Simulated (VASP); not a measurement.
Set up this calculation in VASP 6.6.1, as the native input.

| Quantity | Value |
| --- | --- |
| Task | single point |
| Functional | PBEsol |
| Potentials or basis | VASP PAW PBE potentials, release 64 (Mn_pv, Si) |
| Cutoff | 520 eV |
| k mesh | 10 × 10 × 10 |
| Occupations | gaussian, width 0.05 eV |
| Spin | collinear spin, ferrimagnetic start |
| Starting moments | [2.83, -0.91, -0.91, 0.0] μB |
| Dipole correction | no |
| Further INCAR settings | ALGO = Fast; EDIFF = 1e-06; NBANDS = 34 |

The structure of Mn3Si lies in POSCAR:

```
Mn3Si
1.0
    0.0000000000      2.8609998623      2.8609998623
    2.8609998623      0.0000000000      2.8609998623
    2.8609998623      2.8609998623      0.0000000000
Mn Si
3 1
Direct
    0.5000000000      0.5000000000      0.5000000000
    0.2500000000      0.2500000000      0.2500000000
    0.7500000000      0.7500000000      0.7500000000
    0.0000000000      0.0000000000      0.0000000000
```

These files were run (other wordings do the same):

INCAR

```
SYSTEM = Mn3Si
  PREC = Accurate
  ENCUT = 520
  EDIFF = 1E-6
  ISMEAR = 0
  SIGMA = 0.05
  LREAL = .FALSE.
  LASPH = .TRUE.
  NELM = 150
  ALGO = Fast
  ISIF = 2
  LWAVE = .FALSE.
  LCHARG = .FALSE.
  ISPIN = 2
  MAGMOM = 2.83 -0.91 -0.91 0
  LORBIT = 11
  LMAXMIX = 4
  GGA = PS
  NBANDS = 34
```

KPOINTS

```
regular mesh
0
G
  10 10 10
  0 0 0
```

Potentials or basis: VASP PAW PBE potentials, release 64 (Mn_pv, Si).

The run is started by

```bash
$ cat potpaw_PBE.64/Mn_pv/POTCAR potpaw_PBE.64/Si/POTCAR > POTCAR
$ mpirun -np 1 vasp_std > vasp.out
```

Results of the run:

```yaml
Pressure: -15.6 GPa
Band_gap_on_the_k_mesh: zero (filled and empty bands overlap)
Net_moment: 1.01 μB per cell
Site_moments: Mn +2.65, -0.86; Si +0.05 μB
Valence_electrons_inside_the_program's_atomic_spheres: Mn 11.81, 11.91; Si 1.61
```

Caveat: the PAW data sets were made with another functional, which shifts forces and pressure a little.

It took 2.1 min on 1 thread of Intel(R) Xeon(R) Platinum 8488C (Sapphire Rapids), on a shared host, peak memory 0.25 GiB.
